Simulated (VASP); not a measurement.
# In3GaAs4 (P-43m) in VASP: relaxation of cell and atoms with PBE

Aim: the relaxation of cell and atoms of In3GaAs4 with PBE.

Everything below comes from runs of VASP 6.6.1. Logs are shortened: lines on timing, memory, paths and dates and some standing lists are left out, and cuts for length are marked.

### 1 The cell of the first run

The structure is cubic, space group P-43m (No. 215). The conventional cell has a = 6.088 Å, b = 6.088 Å, c = 6.088 Å, α = 90.00°, β = 90.00°, γ = 90.00°. In (site symmetry -42m) has 4 As at 2.67 Å within 3.5 Å. Ga (site symmetry -43m) has 4 As at 2.53 Å within 3.3 Å. As (site symmetry 3m) has 1 Ga at 2.53 Å and 3 In at 2.67 Å within 3.3 Å.

### 2 Relaxation of cell and atoms, PBE

INCAR reads:

```
SYSTEM = In3GaAs4
PREC = Accurate
ENCUT = 600
EDIFF = 1E-6
ISMEAR = 0
SIGMA = 0.1
LREAL = .FALSE.
LASPH = .TRUE.
NELM = 80
ALGO = Fast
ISIF = 3
LWAVE = .FALSE.
LCHARG = .FALSE.
GGA = PE
IBRION = 2
NSW = 100
EDIFFG = -0.01
```

KPOINTS reads:

```
Automatic mesh
0
G
  6 6 6
  0 0 0
```

POSCAR reads:

```
In3GaAs4
1.0
    6.0876358999      0.0000000000      0.0000000000
    0.0000000000      6.0876358999      0.0000000000
    0.0000000000      0.0000000000      6.0876358999
In Ga As
3 1 4
Direct
    0.5000000000      0.0000000000      0.5000000000
    0.0000000000      0.5000000000      0.5000000000
    0.5000000000      0.5000000000      0.0000000000
    0.0000000000      0.0000000000      0.0000000000
    0.7599137859      0.7599137859      0.2400862141
    0.7599137859      0.2400862141      0.7599137859
    0.2400862141      0.7599137859      0.7599137859
    0.2400862141      0.2400862141      0.2400862141
```

Potentials or basis: VASP PAW PBE potentials, release 64 (In_d, Ga_d, As).

Launch:

```sh
> cat potpaw_PBE.64/In_d/POTCAR potpaw_PBE.64/Ga_d/POTCAR potpaw_PBE.64/As/POTCAR > POTCAR
> mpirun -np 1 vasp_std > vasp.out
```

OUTCAR:

```text
SYSTEM = In3GaAs4
   PREC = Accurate
   ENCUT = 600
   EDIFF = 1E-6
   ISMEAR = 0
   LREAL = .FALSE.
   LASPH = .TRUE.
   NELM = 80
   ISIF = 3
   GGA = PE
   IBRION = 2
   NSW = 100
   EDIFFG = -0.01

 ion  position               nearest neighbor table
   1  0.500  0.000  0.500-   5 2.67   6 2.67   7 2.67   8 2.67
   2  0.000  0.500  0.500-   5 2.67   6 2.67   7 2.67   8 2.67
   3  0.500  0.500  0.000-   5 2.67   6 2.67   7 2.67   8 2.67
   4  0.000  0.000  0.000-   5 2.53   6 2.53   7 2.53   8 2.53
   5  0.760  0.760  0.240-   4 2.53   2 2.67   3 2.67   1 2.67
   6  0.760  0.240  0.760-   4 2.53   2 2.67   3 2.67   1 2.67
   7  0.240  0.760  0.760-   4 2.53   2 2.67   3 2.67   1 2.67
   8  0.240  0.240  0.240-   4 2.53   2 2.67   3 2.67   1 2.67

  LATTYP: Found a simple cubic cell.
 ALAT       =     6.0876358999

  Lattice vectors:

 A1 = (   6.0876358999,   0.0000000000,   0.0000000000)
 A2 = (   0.0000000000,   6.0876358999,   0.0000000000)
 A3 = (   0.0000000000,   0.0000000000,   6.0876358999)

Analysis of symmetry for initial positions (statically):
=====================================================================
 Subroutine PRICEL returns:
 Original cell was already a primitive cell.

 Routine SETGRP: Setting up the symmetry group for a
 simple cubic supercell.

 Subroutine GETGRP returns: Found 24 space group operations
 (whereof 24 operations were pure point group operations)
 out of a pool of 48 trial point group operations.

The static configuration has the point symmetry T_d .

Analysis of symmetry for dynamics (positions and initial velocities):
=====================================================================
 Subroutine PRICEL returns:
 Original cell was already a primitive cell.

 Routine SETGRP: Setting up the symmetry group for a
 simple cubic supercell.

 Subroutine GETGRP returns: Found 24 space group operations
 (whereof 24 operations were pure point group operations)
 out of a pool of 48 trial point group operations.

The dynamic configuration has the point symmetry T_d .

 Subroutine INISYM returns: Found 24 space group operations
 (whereof 24 operations are pure point group operations),
 and found     1 'primitive' translations

----------------------------------------------------------------------------------------

                                     Primitive cell

  volume of cell :     225.6036

  direct lattice vectors                    reciprocal lattice vectors
     6.087635900  0.000000000  0.000000000     0.164267380  0.000000000  0.000000000
     0.000000000  6.087635900  0.000000000     0.000000000  0.164267380  0.000000000
     0.000000000  0.000000000  6.087635900     0.000000000  0.000000000  0.164267380

  length of vectors
     6.087635900  6.087635900  6.087635900     0.164267380  0.164267380  0.164267380

  position of ions in fractional coordinates (direct lattice)
     0.500000000  0.000000000  0.500000000
     0.000000000  0.500000000  0.500000000
     0.500000000  0.500000000  0.000000000
     0.000000000  0.000000000  0.000000000
     0.759913786  0.759913786  0.240086214
     0.759913786  0.240086214  0.759913786
     0.240086214  0.759913786  0.759913786
     0.240086214  0.240086214  0.240086214

  ion indices of the primitive-cell ions
   primitive index   ion index
                 1           1
                 2           2
                 3           3
                 4           4
                 5           5
                 6           6
                 7           7
                 8           8

----------------------------------------------------------------------------------------

 KPOINTS: Automatic mesh

Automatic generation of k-mesh.
 Grid dimensions read from file:
 generate k-points for:    6    6    6

 Generating k-lattice:

  Cartesian coordinates                     Fractional coordinates (reciprocal lattice)
     0.027377897  0.000000000  0.000000000     0.166666667  0.000000000  0.000000000
     0.000000000  0.027377897  0.000000000     0.000000000  0.166666667  0.000000000
     0.000000000  0.000000000  0.027377897     0.000000000  0.000000000  0.166666667

  Length of vectors
     0.027377897  0.027377897  0.027377897

  Shift w.r.t. Gamma in fractional coordinates (k-lattice)
     0.000000000  0.000000000  0.000000000

 Subroutine IBZKPT returns following result:
 ===========================================

 Found     20 irreducible k-points:

 Following reciprocal coordinates:
            Coordinates               Weight
  0.000000  0.000000  0.000000      1.000000
  0.166667  0.000000  0.000000      6.000000
  0.333333  0.000000  0.000000      6.000000
  0.500000  0.000000  0.000000      3.000000
  0.166667  0.166667  0.000000     12.000000
  0.333333  0.166667  0.000000     24.000000
[... 12 lines left out ...]
  0.500000  0.500000  0.333333      6.000000
  0.500000  0.500000  0.500000      1.000000
   k-points           NKPTS =     20   k-points in BZ     NKDIM =     20   number of bands    NBANDS=     43
   number of dos      NEDOS =    301   number of ions     NIONS =      8
   total plane-waves  NPLWV = 125000
   dimension x,y,z NGX =    50 NGY =   50 NGZ =   50
   dimension x,y,z NGXF=   100 NGYF=  100 NGZF=  100
   ions per type =               3   1   4
   NGX,Y,Z   is equivalent  to a cutoff of  13.65, 13.65, 13.65 a.u.
   NGXF,Y,Z  is equivalent  to a cutoff of  27.31, 27.31, 27.31 a.u.
 SYSTEM =  In3GaAs4
   PREC   = accura    normal or accurate (medium, high low for compatibility)
   ISTART =      0    job   : 0-new  1-cont  2-samecut
   ICHARG =      2    charge: 1-file 2-atom 10-const
   ISPIN  =      1    spin polarized calculation?
   LNONCOLLINEAR =      F non collinear calculations
   LSORBIT =      F    spin-orbit coupling
   LASPH  =      T    aspherical Exc in radial PAW
   ENCUT  =  600.0 eV  44.10 Ry    6.64 a.u.  12.16 12.16 12.16*2*pi/ulx,y,z
   NELM   =     80;   NELMIN=  2; NELMDL= -5     # of ELM steps
   EDIFF  = 0.1E-05   stopping-criterion for ELM
   LREAL  =      F    real-space projection
   EDIFFG = -.1E-01   stopping-criterion for IOM
   NSW    =    100    number of steps for IOM
   IBRION =      2    ionic relax: 0-MD 1-quasi-New 2-CG
   NFREE  =      1    steps in history (QN), initial steepest desc. (CG)
   ISIF   =      3    stress and relaxation
   ISYM   =      2    0-nonsym 1-usesym 2-fastsym
   POTIM  = 0.5000    time-step for ionic-motion
   TEBEG  =    0.0;   TEEND  =   0.0 temperature during run
   PSTRESS=    0.0 pullay stress
   NELECT =      72.0000    total number of electrons
   NUPDOWN=      -1.0000    fix difference up-down
   EMIN   =  10.00;   EMAX   =-10.00  energy-range for DOS
   EFERMI =   0.00;   METHOD = LEGACY
   ISMEAR =     0;   SIGMA  =   0.10  broadening in eV -4-tet -1-fermi 0-gaus
   EFERMI_NEDOS =   21; number of points for ismear=-14 and -15
   IALGO  =     68    algorithm
   IMIX   =      4    mixing-type and parameters
     AMIX     =   0.40;   BMIX     =  1.00
     AMIX_MAG =   1.60;   BMIX_MAG =  1.00
  volume/ion in A,a.u.               =      28.20       190.31
  Fermi-wavevector in a.u.,A,eV,Ry     =   1.118760  2.114150 17.029382  1.251624
  Thomas-Fermi vector in A             =   2.255394
   LORBIT       =      0    0 simple, 1 ext, 2 COOP (PROOUT), +10 PAW based schemes
   GGA     = PE    functional components
   LHFCALC =     F    Hartree Fock is set to
   AEXX    =    0.0000 exact exchange contribution
   IVDW    =     0    specifies the selected vdW correction
   LEPSILON=     F    determine dielectric tensor
   LRPA    =     F    only Hartree local field effects (RPA)
 conjugate gradient relaxation of ions
 non-spin polarized calculation
 RMM-DIIS sequential band-by-band and
 Gauss-broadening in eV      SIGMA  =   0.10
  energy-cutoff  :      600.00
  volume of cell :      225.60
 maximum number of plane-waves:      7571
 NGX is ok and might be reduce to    50
   NGX = 25   NGY = 25   NGZ = 25

--------------------------------------- Ionic step        1  -------------------------------------------

 number of electron      71.9999968 magnetization

 Free energy of the ion-electron system (eV)
  ---------------------------------------------------
  ext. energy  EPLUGINS =         0.00000000
  ---------------------------------------------------
  free energy    TOTEN  =       -31.32855800 eV

  energy without entropy =      -31.32748117  energy(sigma->0) =      -31.32801959

------------------------ aborting loop because EDIFF is reached ----------------------------------------

  FORCE on cell =-STRESS in cart. coord.  units (eV):
  Direction    XX          YY          ZZ          XY          YZ          ZX
  --------------------------------------------------------------------------------------
  -------------------------------------------------------------------------------------
  Total       -0.2954543     -0.2954543     -0.2954543      0.0000000      0.0000000      0.0000000
  in kB       -2.0982390     -2.0982390     -2.0982390      0.0000000      0.0000000      0.0000000
  external PRESSURE =      -2.0982390 kB  Pullay stress =       0.0000000 kB

 VOLUME and BASIS-vectors are now :
 -----------------------------------------------------------------------------
  energy-cutoff  :      600.00
  volume of cell :      225.60
      direct lattice vectors                 reciprocal lattice vectors
     6.087635900  0.000000000  0.000000000     0.164267380  0.000000000  0.000000000
     0.000000000  6.087635900  0.000000000     0.000000000  0.164267380  0.000000000
     0.000000000  0.000000000  6.087635900     0.000000000  0.000000000  0.164267380
[... 43 lines left out ...]
 POSITION                                       TOTAL-FORCE (eV/Angst)
 -----------------------------------------------------------------------------------
      3.03839      0.00000      3.03839        -0.000000      0.000000     -0.000000
      6.07679      3.03839      3.03839        -0.000000      0.000000     -0.000000
      3.03839      3.03839     -0.00000        -0.000000     -0.000000     -0.000000
      6.07679      0.00000      0.00000        -0.000000     -0.000000     -0.000000
      4.61802      4.61802      1.45877         0.004245      0.004245     -0.004245
      4.61802      1.45877      4.61802         0.004245     -0.004245      0.004245
      1.45877      4.61802      4.61802        -0.004245      0.004245      0.004245
      1.45877      1.45877      1.45877        -0.004245     -0.004245     -0.004245
 -----------------------------------------------------------------------------------
    total drift:                                0.000000      0.000000     -0.000000

  FREE ENERGIE OF THE ION-ELECTRON SYSTEM (eV)
  ---------------------------------------------------
  free  energy   TOTEN  =       -31.3289033433 eV

  energy  without entropy=      -31.3278284385  energy(sigma->0) =      -31.32836589

--------------------------------------- Ionic step        3  -------------------------------------------

 number of electron      71.9999971 magnetization

 Free energy of the ion-electron system (eV)
  ---------------------------------------------------
  ext. energy  EPLUGINS =         0.00000000
  ---------------------------------------------------
  free energy    TOTEN  =       -31.32901262 eV

  energy without entropy =      -31.32793703  energy(sigma->0) =      -31.32847482

 E-fermi :   3.8207     XC(G=0):  -8.9292

 val. band max:        3.7677882252   @ k =   0.0000   0.0000   0.0000
 cond. band min:       4.2342735128   @ k =   0.5000   0.5000   0.5000
 fundamental gap:      0.4664852876
 Fermi energy:         3.8206751210

 k-point     1 :       0.0000    0.0000    0.0000
  band No.  band energies     occupation
      1     -10.9682      2.00000
      2     -10.9682      2.00000
      3     -10.9682      2.00000
      4     -10.9024      2.00000
      5     -10.9024      2.00000
      6     -10.5972      2.00000
[... 931 lines left out ...]
 POSITION                                       TOTAL-FORCE (eV/Angst)
 -----------------------------------------------------------------------------------
      3.04038      0.00000      3.04038         0.000000     -0.000000     -0.000000
      0.00000      3.04038      3.04038         0.000000     -0.000000     -0.000000
      3.04038      3.04038     -0.00000        -0.000000     -0.000000     -0.000000
      0.00000      0.00000      0.00000        -0.000000     -0.000000     -0.000000
      4.62097      4.62097      1.45979         0.004104      0.004104     -0.004104
      4.62097      1.45979      4.62097         0.004104     -0.004104      0.004104
      1.45979      4.62097      4.62097        -0.004104      0.004104      0.004104
      1.45979      1.45979      1.45979        -0.004104     -0.004104     -0.004104
 -----------------------------------------------------------------------------------
    total drift:                                0.000000      0.000000      0.000000

  FREE ENERGIE OF THE ION-ELECTRON SYSTEM (eV)
  ---------------------------------------------------
  free  energy   TOTEN  =       -31.3290126163 eV

  energy  without entropy=      -31.3279370321  energy(sigma->0) =      -31.32847482

 reached required accuracy - stopping structural energy minimisation
```

It took 27 min on 1 thread of Oxide Virtual Turin-like, shared host; peak memory 0.48 GiB.

Results:

| Property | Result |
| --- | --- |
| Free energy | -31.3290 eV |
| Relaxed volume | 28.10 Å³/atom |
| Relaxed cell | a = 6.081 Å, b = 6.081 Å, c = 6.081 Å, α = 90.00°, β = 90.00°, γ = 90.00° |
| Space group after relaxing (to 0.1 Å) | P-43m (No. 215) |
| Energy gained by relaxing | 0.1 meV/atom |
| Ionic steps | 3 |
| Pressure after relaxing | 0.0 GPa |
| Largest force after relaxing | 0.007 eV/Å |
| Band gap on the k mesh | zero (filled and empty bands touch) |

Forces on the atoms (eV/Å):
```
In   0.000  0.000  0.000
In   0.000  0.000  0.000
In   0.000  0.000  0.000
Ga   0.000  0.000  0.000
As   0.004  0.004 -0.004
As   0.004 -0.004  0.004
As  -0.004  0.004  0.004
As  -0.004 -0.004 -0.004
```

Step by step:
| step | energy change (eV) | largest force (eV/Å) | pressure (GPa) | volume (Å³) |
| --- | --- | --- | --- | --- |
| 1 | 0.0000 | 0.0066 | -0.21 | 225.60 |
| 2 | -0.0003 | 0.0074 | 0.09 | 224.40 |
| 3 | -0.0005 | 0.0071 | 0.00 | 224.84 |

Final structure:
```
In Ga As
1.0
     6.08076    0.00000    0.00000
     0.00000    6.08076    0.00000
     0.00000    0.00000    6.08076
In Ga As
3 1 4
Direct
  0.50000 0.00000 0.50000
  0.00000 0.50000 0.50000
  0.50000 0.50000 0.00000
  0.00000 0.00000 0.00000
  0.75993 0.75993 0.24007
  0.75993 0.24007 0.75993
  0.24007 0.75993 0.75993
  0.24007 0.24007 0.24007
```

Caveat: semilocal functionals underestimate gaps, and a narrow one can read as zero; spin-orbit coupling is left out, which moves the levels of the heavy elements.

The gap in the log of VASP goes by the Fermi energy; the results here count the filled bands.